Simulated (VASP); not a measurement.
# SiC (F-43m) in VASP: a series of runs, part 2 of 2

VASP 6.6.1. Earlier steps stand in the parts before.

### 5 Relaxation of cell and atoms, r2SCAN, target pressure 1 GPa, at which the enthalpy is minimised

This run uses another cell than the first one, of 10.33 Å³/atom, 1.009 times its volume.

POSCAR

```
SiC
1.0
    0.0000000000      2.1781707228      2.1781707228
    2.1781707228      0.0000000000      2.1781707228
    2.1781707228      2.1781707228      0.0000000000
Si C
1 1
Direct
    0.0000000000      0.0000000000      0.0000000000
    0.7500000000      0.7500000000      0.7500000000
```

INCAR.step1

```
PREC     = Accurate       # precision mode
ENCUT    = 600            # plane-wave cutoff, eV
ISMEAR   = 0              # smearing method
SIGMA    = 0.01           # smearing width, eV
LREAL    = False          # projectors in reciprocal space
LASPH    = True           # aspherical terms in the spheres
NELM     = 80             # most SCF steps
GGA      = PE             # functional
ALGO     = Normal         # electronic algorithm
EDIFF    = 1E-4           # SCF threshold, eV
LWAVE    = True           # write WAVECAR
LCHARG   = False          # write CHGCAR
```

INCAR.step2

```
PREC     = Accurate       # precision mode
ENCUT    = 600            # plane-wave cutoff, eV
EDIFF    = 1E-6           # SCF threshold, eV
ISMEAR   = 0              # smearing method
SIGMA    = 0.01           # smearing width, eV
LREAL    = False          # projectors in reciprocal space
LASPH    = True           # aspherical terms in the spheres
NELM     = 80             # most SCF steps
ALGO     = Normal         # electronic algorithm
ISIF     = 3              # what is computed and relaxed
LWAVE    = False          # write WAVECAR
LCHARG   = False          # write CHGCAR
METAGGA  = R2SCAN         # meta-GGA
LMIXTAU  = True         
IBRION   = 2              # ionic algorithm
NSW      = 100            # ionic steps
EDIFFG   = -0.002         # ionic threshold
PSTRESS  = 10.0         
ISTART   = 1
```

KPOINTS

```
Automatic mesh
0
Gamma
  8 8 8
```

Potentials or basis: VASP PAW PBE potentials, release 64 (Si, C).

On the command line:

```bash
> cat potpaw_PBE.64/Si/POTCAR potpaw_PBE.64/C/POTCAR > POTCAR
> cp INCAR.step1 INCAR
> mpirun -np 1 vasp_std > vasp.out
> cp INCAR.step2 INCAR
> mpirun -np 1 vasp_std > vasp.out
```

OUTCAR:

```text
PREC = Accurate
   ENCUT = 600
   EDIFF = 1E-6
   ISMEAR = 0
   LREAL = False
   LASPH = True
   NELM = 80
   ISIF = 3
   METAGGA = R2SCAN
   IBRION = 2
   NSW = 100
   EDIFFG = -0.002
   PSTRESS = 10.0
   ISTART = 1

 ion  position               nearest neighbor table
   1  0.000  0.000  0.000-   2 1.89   2 1.89   2 1.89   2 1.89
   2  0.750  0.750  0.750-   1 1.89   1 1.89   1 1.89   1 1.89

  LATTYP: Found a face centered cubic cell.
 ALAT       =     4.3563414456

  Lattice vectors:

 A1 = (   0.0000000000,   2.1781707228,   2.1781707228)
 A2 = (   2.1781707228,   0.0000000000,   2.1781707228)
 A3 = (   2.1781707228,   2.1781707228,   0.0000000000)

Analysis of symmetry for initial positions (statically):
=====================================================================
 Subroutine PRICEL returns:
 Original cell was already a primitive cell.

 Routine SETGRP: Setting up the symmetry group for a
 face centered cubic supercell.

 Subroutine GETGRP returns: Found 24 space group operations
 (whereof 24 operations were pure point group operations)
 out of a pool of 48 trial point group operations.

The static configuration has the point symmetry T_d .

[... 167 lines left out ...]
  Direction    XX          YY          ZZ          XY          YZ          ZX
  --------------------------------------------------------------------------------------
  -------------------------------------------------------------------------------------
  Total       -0.0441185     -0.0441185     -0.0441185     -0.0000000      0.0000000     -0.0000000
  in kB       -3.4199940     -3.4199940     -3.4199940     -0.0000000      0.0000000     -0.0000000
  external PRESSURE =     -13.4199940 kB  Pullay stress =      10.0000000 kB
[... 63 lines left out ...]
--------------------------------------- Ionic step        3  -------------------------------------------

 number of electron       8.0000000 magnetization

 Free energy of the ion-electron system (eV)
  ---------------------------------------------------
  ext. energy  EPLUGINS =         0.00000000
  ---------------------------------------------------
  free energy    TOTEN  =       -19.32783990 eV

  energy without entropy =      -19.32783990  energy(sigma->0) =      -19.32783990

 E-fermi :   8.1573     XC(G=0): -11.9658

 val. band max:        8.0612190459   @ k =   0.0000   0.0000   0.0000
 cond. band min:       9.7817765375   @ k =   0.5000   0.5000   0.0000
 fundamental gap:      1.7205574916
 Fermi energy:         8.1573231248

 k-point     1 :       0.0000    0.0000    0.0000
  band No.  band energies     occupation
      1      -8.1747      2.00000
      2       8.0612      2.00000
      3       8.0612      2.00000
      4       8.0612      2.00000
      5      14.9843      0.00000
      6      15.9635      0.00000
      7      15.9635      0.00000
      8      15.9635      0.00000
[... 243 lines left out ...]
 k-point    24 :      -0.3750    0.2500    0.1250
  band No.  band energies     occupation
      1      -3.8598      2.00000
      2      -0.0544      2.00000
      3       4.2015      2.00000
      4       5.7069      2.00000
      5      13.8575      0.00000
      6      15.9750      0.00000
      7      19.0250      0.00000
      8      19.9813      0.00000

 [... further k-points ...]
[... 5 lines left out ...]
  --------------------------------------------------------------------------------------
  -------------------------------------------------------------------------------------
  Total        0.1292011      0.1292011      0.1292011      0.0000000      0.0000000     -0.0000000
  in kB       10.0750075     10.0750075     10.0750075      0.0000000      0.0000000     -0.0000000
  external PRESSURE =       0.0750075 kB  Pullay stress =      10.0000000 kB
[... 21 lines left out ...]
  energy  without entropy=      -19.3278399035  energy(sigma->0) =      -19.32783990

  enthalpy is  TOTEN    =       -19.1996007219 eV   P V=        0.1282391816

 reached required accuracy - stopping structural energy minimisation
```

It took 34 s on 1 thread of Intel Xeon 6975P-C (Granite Rapids), shared host; peak memory 0.15 GiB.

Results:

- Free energy: -19.3278 eV
- Relaxed volume: 10.27 Å³/atom
- Relaxed cell: a = 3.074 Å, b = 3.074 Å, c = 3.074 Å, α = 60.00°, β = 60.00°, γ = 60.00°
- Space group after relaxing (to 0.05 Å): F-43m (No. 216)
- Energy change on relaxing (the enthalpy is what falls): +0.1 meV/atom
- Ionic steps: 3
- Pressure after relaxing: 1.0 GPa
- Band gap on the k mesh: 1.72 eV, indirect (least direct gap 5.07 eV)

The path:
```
step  energy change (eV)  largest force (eV/Å)  pressure (GPa)  volume (Å³)
   1              0.0000                0.0000           -0.34        20.67
   2              0.0017                0.0000            2.55        20.41
   3              0.0002                0.0000            1.01        20.55
```

Final structure:
```cif
data_structure
_symmetry_space_group_name_H-M 'P 1'
_symmetry_Int_Tables_number 1
_cell_length_a 3.0743
_cell_length_b 3.0743
_cell_length_c 3.0743
_cell_angle_alpha 60.000
_cell_angle_beta 60.000
_cell_angle_gamma 60.000
_cell_volume 20.55
loop_
_atom_site_label
_atom_site_type_symbol
_atom_site_fract_x
_atom_site_fract_y
_atom_site_fract_z
_atom_site_occupancy
Si1 Si 0.00000 0.00000 0.00000 1
C1 C 0.75000 0.75000 0.75000 1
```

Caveat: the cell is relaxed towards a set pressure, so the enthalpy falls and the energy may rise; the PAW data sets were made with another functional, which shifts forces and pressure a little. r2SCAN opens gaps a little over a GGA but as a rule still falls short of measured ones.

### 6 Relaxation of cell and atoms, r2SCAN, target pressure 2 GPa, at which the enthalpy is minimised

This run uses another cell than the first one, of 10.33 Å³/atom, 1.009 times its volume.

POSCAR is that of step 5.

INCAR.step1

```
SYSTEM = SiC
PREC     = Accurate       ! precision mode
ENCUT    = 600            ! plane-wave cutoff, eV
ISMEAR   = 0              ! smearing method
SIGMA    = 0.01           ! smearing width, eV
LREAL    = .False.        ! projectors in reciprocal space
LASPH    = .True.         ! aspherical terms in the spheres
NELM     = 60             ! most SCF steps
GGA      = PE             ! functional
ALGO     = Normal         ! electronic algorithm
EDIFF    = 1E-4           ! SCF threshold, eV
LWAVE    = .True.         ! write WAVECAR
LCHARG   = .False.        ! write CHGCAR
```

INCAR.step2

```
SYSTEM = SiC
PREC     = Accurate       ! precision mode
ENCUT    = 600            ! plane-wave cutoff, eV
EDIFF    = 1E-6           ! SCF threshold, eV
ISMEAR   = 0              ! smearing method
SIGMA    = 0.01           ! smearing width, eV
LREAL    = .False.        ! projectors in reciprocal space
LASPH    = .True.         ! aspherical terms in the spheres
NELM     = 60             ! most SCF steps
ALGO     = Normal         ! electronic algorithm
ISIF     = 3              ! what is computed and relaxed
LWAVE    = .False.        ! write WAVECAR
LCHARG   = .False.        ! write CHGCAR
METAGGA  = R2SCAN         ! meta-GGA
LMIXTAU  = .True.       
IBRION   = 2              ! ionic algorithm
NSW      = 100            ! ionic steps
EDIFFG   = -0.002         ! ionic threshold
PSTRESS  = 20.0         
ISTART   = 1
```

KPOINTS

```
Automatic mesh
0
Gamma
  8 8 8
  0 0 0
```

Potentials or basis: VASP PAW PBE potentials, release 64 (Si, C).

On the command line:

```bash
> cat potpaw_PBE.64/Si/POTCAR potpaw_PBE.64/C/POTCAR > POTCAR
> cp INCAR.step1 INCAR
> mpirun -np 1 vasp_std > vasp.out
> cp INCAR.step2 INCAR
> mpirun -np 1 vasp_std > vasp.out
```

Run time: 36 s. Hardware: 1 thread of Intel Xeon 6975P-C (Granite Rapids), shared host; peak memory 0.15 GiB.

It converged, with:

```yaml
Free_energy: -19.3270 eV
Relaxed_volume: 10.23 Å³/atom
Relaxed_cell: a = 3.070 Å, b = 3.070 Å, c = 3.070 Å, α = 60.00°, β = 60.00°, γ = 60.00°
Space_group_after_relaxing_to_0.05_Å: F-43m (No. 216)
Energy_change_on_relaxing_the_enthalpy_is_what_falls: +0.5 meV/atom
Ionic_steps: 3
Pressure_after_relaxing: 2.0 GPa
Band_gap_on_the_k_mesh: 1.72 eV, indirect (least direct gap 5.07 eV)
```

The path:
```tsv
step	energy change (eV)	largest force (eV/Å)	pressure (GPa)	volume (Å³)
1	0.0000	0.0000	-0.34	20.67
2	0.0061	0.0000	4.82	20.22
3	0.0011	0.0000	2.00	20.46
```

Final structure:
```
Si C
1.0
     0.00000    2.17076    2.17076
     2.17076    0.00000    2.17076
     2.17076    2.17076    0.00000
Si C
1 1
Direct
  0.00000 0.00000 0.00000
  0.75000 0.75000 0.75000
```

Levels at points of the mesh, in eV from the valence-band top:
```csv
k point,band 2,band 3,band 4,band 5,band 6,band 7
"(0.00, 0.00, 0.00)",0.00,0.00,0.00,6.98,7.94,7.94
"(0.50, 0.00, 0.00)",-8.88,-1.11,-1.11,6.10,7.80,7.80
"(0.50, 0.50, 0.00)",-8.09,-3.36,-3.36,1.72,4.87,15.27
```

Caveat: the cell is relaxed towards a set pressure, so the enthalpy falls and the energy may rise; the PAW data sets were made with another functional, which shifts forces and pressure a little. A k mesh can miss the band edges.

### 7 Summary

| task | cell | cutoff (eV) | gap on the mesh (eV) | pressure (GPa) |
| --- | --- | --- | --- | --- |
| single point | a = 3.071 Å, angles 60.0°, 2 atoms | 520 | 1.72 | 1.8 |
| single point | a = 3.063 Å, angles 60.0°, 2 atoms | 520 | 1.71 | 3.8 |
| single point | a = 3.051 Å, angles 60.0°, 2 atoms | 520 | 1.70 | 6.8 |
| relaxation of cell and atoms | relaxed to 1 GPa from a = 3.080 Å, angles 60.0°, 2 atoms | 600 | 1.72 | 1.0 |
| relaxation of cell and atoms | relaxed to 2 GPa from a = 3.080 Å, angles 60.0°, 2 atoms | 600 | 1.72 | 2.0 |

Alike in all rows: level r2SCAN; potentials or basis VASP PAW PBE potentials, release 64 (Si, C); no spin polarisation; k mesh 8 × 8 × 8; smearing gaussian 0.01 eV.

Caveats: the PAW data sets were made with another functional, which shifts forces and pressure a little; the cell is relaxed towards a set pressure, so the enthalpy falls and the energy may rise (some runs).

Absolute energies hang on the potentials; compare differences alone.
